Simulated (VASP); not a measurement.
Set up this calculation in VASP 6.6.1, as the native input.

* Task: single point
* Functional: PBE
* Potentials or basis: VASP PAW PBE potentials, release 64 (Al, Cl)
* Cutoff: 520 eV
* k mesh: 5 × 4 × 1
* Occupations: gaussian, width 0.1 eV
* Spin: no spin polarisation
* Dipole correction: yes
* Further INCAR settings: LREAL = Auto; ALGO = Normal; EDIFF = 1e-06; NBANDS = 42

The structure of Al16Cl lies in POSCAR:

```
Al16Cl
1.0
    5.7135165838      0.0000000000      0.0000000000
    0.0000000000      8.0801326417      0.0000000000
    0.0000000000      0.0000000000     19.7432787023
Al Cl
16 1
Direct
    0.2500000000      0.2500000000      0.2026005944
    0.2500000000      0.7500000000      0.2026005944
    0.7500000000      0.2500000000      0.2026005944
    0.7500000000      0.7500000000      0.2026005944
    0.0000000000      0.0000000000      0.2749482104
    0.0000000000      0.5000000000      0.2749482104
    0.5000000000      0.0000000000      0.2749482104
    0.5000000000      0.5000000000      0.2749482104
    0.2500000000      0.2500000000      0.3495466405
    0.2500000000      0.7500000000      0.3495466405
    0.7500000000      0.2500000000      0.3495466405
    0.7500000000      0.7500000000      0.3495466405
    0.0000000000      0.0000000000      0.4175232912
    0.0000000000      0.5000000000      0.4175232912
    0.5000000000      0.0000000000      0.4175232912
    0.5000000000      0.5000000000      0.4175232912
    0.0000000000      0.1000000000      0.5210638201
```

The input as run:

INCAR

```
ALGO = Normal
DIPOL = 0.5 0.5 0.324
EDIFF = 1E-6
ENCUT = 520
GGA = PE
IDIPOL = 3
ISIF = 2
ISMEAR = 0
LASPH = T
LCHARG = T
LDIPOL = T
LELF = T
LREAL = Auto
LVACPOTAV = T
LVHAR = T
LWAVE = F
NBANDS = 42
NELM = 60
PREC = Accurate
SIGMA = 0.1
```

KPOINTS

```
k-points
0
Gamma
  5 4 1
```

Potentials or basis: VASP PAW PBE potentials, release 64 (Al, Cl).

Run with:

```bash
$ cat potpaw_PBE.64/Al/POTCAR potpaw_PBE.64/Cl/POTCAR > POTCAR
$ mpirun -np 1 vasp_std > vasp.out
```

It gave:

```yaml
Largest_force: 0.484 eV/Å
Band_gap_on_the_k_mesh: zero (an odd number of electrons rules out a gap without spin polarisation)
```

Run time: 17 min on 1 thread of Intel Xeon 8259CL, on a shared host, peak memory 0.83 GiB.
